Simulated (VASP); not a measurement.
Set up this calculation in VASP 6.6.1, as the native input.

```yaml
Task: single point
Functional: HSE06
Potentials_or_basis: VASP PAW PBE potentials, release 64 (Bi_d, S)
Cutoff: 520 eV
k_mesh: 4 × 4 × 4
Occupations: gaussian, width 0.05 eV
Spin: no spin polarisation
Dipole_correction: no
Grid_for_exact_exchange_PRECFOCK: Normal
Further_INCAR_settings: ALGO = Normal; EDIFF = 1e-06; NBANDS = 18
Screening_parameter: 0.2079 1/Å
```

Crystal: BiS.

```
CELL_PARAMETERS angstrom
2.10927 1.21779 3.50049
-2.10927 1.21779 3.50049
0.00000 -2.43558 3.50049
ATOMIC_POSITIONS crystal
Bi 0.00000 0.00000 0.00000
S 0.50000 0.50000 0.50000
```

The input as run:

POSCAR

```
BiS
1.0
    2.1092708700      1.2177881000      3.5004874800
   -2.1092708700      1.2177881000      3.5004874800
    0.0000000000     -2.4355762100      3.5004874800
Bi S
1 1
Direct
    0.0000000000      0.0000000000      0.0000000000
    0.5000000000      0.5000000000      0.5000000000
```

INCAR.step1

```
SYSTEM = BiS
  PREC = Accurate
  ENCUT = 520
  EDIFF = 1E-5
  ISMEAR = 0
  SIGMA = 0.05
  LREAL = .False.
  LASPH = .True.
  NELM = 80
  ALGO = Normal
  ISIF = 2
  LWAVE = .True.
  NBANDS = 18
  GGA = PE
```

INCAR.step2

```
SYSTEM = BiS
  PREC = Accurate
  ENCUT = 520
  EDIFF = 1E-6
  ISMEAR = 0
  SIGMA = 0.05
  LREAL = .False.
  LASPH = .True.
  NELM = 80
  ALGO = Normal
  ISIF = 2
  LWAVE = .False.
  LCHARG = .True.
  GGA = PE
  LHFCALC = .True.
  HFSCREEN = 0.2079
  PRECFOCK = Normal
  LELF = .True.
  LVHAR = .True.
  NBANDS = 18
  ISTART = 1
```

KPOINTS

```
Automatic mesh
0
Gamma
  4 4 4
  0 0 0
```

Potentials or basis: VASP PAW PBE potentials, release 64 (Bi_d, S).

Command:

```sh
$ cat potpaw_PBE.64/Bi_d/POTCAR potpaw_PBE.64/S/POTCAR > POTCAR
$ cp INCAR.step1 INCAR
$ mpirun -np 1 vasp_std > vasp.out
$ cp INCAR.step2 INCAR
$ mpirun -np 1 vasp_std > vasp.out
```

It gave:

| Item | Value |
| --- | --- |
| Pressure | -3.6 GPa |

Caveat: the k points lie up to 0.46 Å⁻¹ apart; the PAW data sets were made with another functional, which shifts forces and pressure a little.

Wall time 9.8 min on 1 thread of Intel(R) Xeon(R) Platinum 8488C (Sapphire Rapids), on a shared host, peak memory 0.29 GiB.
